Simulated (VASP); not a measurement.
A run of VASP 6.6.1 is set up as follows.

Contents of INCAR:

```
  ALGO = Normal
  EDIFF = 1E-6
  ENCUT = 600
  GGA = PE
  GGA_COMPAT = False
  ISIF = 2
  ISMEAR = 0
  LASPH = True
  LCHARG = True
  LELF = True
  LMAXMIX = 6
  LREAL = False
  LVHAR = True
  LWAVE = False
  NBANDS = 57
  NELM = 200
  PREC = Accurate
  SIGMA = 0.1
```

The input KPOINTS:

```
k-points
0
Gamma
  4 2 2
```

The input POSCAR:

```
Tm2GeF2
1.0
   -2.0416839520      3.5363003379      0.0000000000
    0.0000000000      0.0000000000      6.3906017556
    6.1250518561      3.5363003378      0.0000000000
Tm Ge F
4 2 4
Direct
    0.0000000000      0.2435047889      0.3333333333
    0.5000000000      0.2435047889      0.8333333333
    0.5000000000      0.7564952111      0.1666666667
    0.0000000000      0.7564952111      0.6666666667
    0.0000000000      0.0000000000      0.0000000000
    0.5000000000      0.0000000000      0.5000000000
    0.5000000000      0.4055011430      0.1666666667
    0.0000000000      0.4055011430      0.6666666667
    0.0000000000      0.5944988570      0.3333333333
    0.5000000000      0.5944988570      0.8333333333
```

Potentials or basis: VASP PAW PBE potentials, release 64 (Tm_3, Ge_d, F), 4f in core.

Run with:

```console
$ cat potpaw_PBE.64/Tm_3/POTCAR potpaw_PBE.64/Ge_d/POTCAR potpaw_PBE.64/F/POTCAR > POTCAR
$ mpirun -np 1 vasp_std > vasp.out
```

**Question.** What does it give for the band gap on the k mesh?

**Answer.** 0.41 eV.

**Question.** What does it give for the largest force?

**Answer.** 0.107 eV/Å.

Forces in eV/Å, atoms in the order of the input:
```
Tm   0.011  0.006 -0.086
Tm   0.011  0.006 -0.086
Tm  -0.011 -0.006  0.086
Tm  -0.011 -0.006  0.086
Ge   0.000  0.000  0.000
Ge   0.000  0.000  0.000
F   -0.001 -0.001 -0.107
F   -0.001 -0.001 -0.107
F    0.001  0.001  0.107
F    0.001  0.001  0.107
```

Caveat: the k points lie up to 0.49 Å⁻¹ apart; spin-orbit coupling is left out, which moves the levels of the heavy elements; the 4f electrons are frozen in the core, so they carry no moment and show no levels. A k mesh can miss the band edges.
